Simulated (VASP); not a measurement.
**Ti: single point with revPBE+D3(BJ)**

The system is Ti.

```xyz
2
Lattice="2.9101 0.0000 0.0000 -1.4551 2.5202 0.0000 0.0000 0.0000 4.6167" Properties=species:S:1:pos:R:3 pbc="T T T"
Ti    1.4551    0.8401    3.4626
Ti    0.0000    1.6802    1.1542
```

- Program: VASP 6.6.1
- Task: single point
- Functional: revPBE
- Dispersion: D3(BJ)
- Potentials or basis: VASP PAW PBE potentials, release 64 (Ti_sv)
- Cutoff: 520 eV
- k mesh: 10 × 10 × 6
- Occupations: fermi-dirac, width 0.05 eV
- Spin: no spin polarisation
- Dipole correction: no
- Further INCAR settings: ALGO = Normal; EDIFF = 1e-06; NBANDS = 19

* Pressure: -6.2 GPa
* Band gap on the k mesh: zero (band 12 reaches 9.49 eV, above the bottom of band 13 at 8.47 eV)
* Dispersion energy per atom: -1.150 eV

Stress tensor (GPa, compression positive):
```
-6.04  0.00  0.00
 0.00 -6.04  0.00
 0.00  0.00 -6.45
```

Levels at points of the mesh, in eV from the Fermi level:
| k point | band 8 | band 9 | band 10 | band 11 | band 12 | band 13 | band 14 | band 15 | band 16 | band 17 |
| --- | --- | --- | --- | --- | --- | --- | --- | --- | --- | --- |
| (0.00, 0.00, 0.00) | -32.68 | -6.28 | -2.75 | 0.81 | 0.81 | 0.81 | 0.91 | 1.32 | 1.32 | 1.70 |
| (0.50, 0.00, 0.00) | -32.75 | -2.37 | -2.22 | -1.90 | -0.61 | 0.51 | 0.66 | 1.22 | 3.47 | 3.70 |
| (0.00, 0.00, 0.50) | -32.73 | -4.39 | -4.39 | 0.08 | 0.08 | 0.71 | 0.71 | 0.71 | 0.71 | 2.90 |
| (0.50, 0.00, 0.50) | -32.85 | -2.60 | -2.60 | -0.84 | -0.84 | 1.39 | 1.39 | 1.80 | 1.80 | 3.61 |

Wall time 15 s on 1 thread of Intel(R) Xeon(R) 6975P-C (Granite Rapids) (shared host), peak memory 0.17 GiB.

Caveat: the PAW data sets were made with another functional, which shifts forces and pressure a little; pairwise dispersion overbinds metals, which lowers pressure and volume.
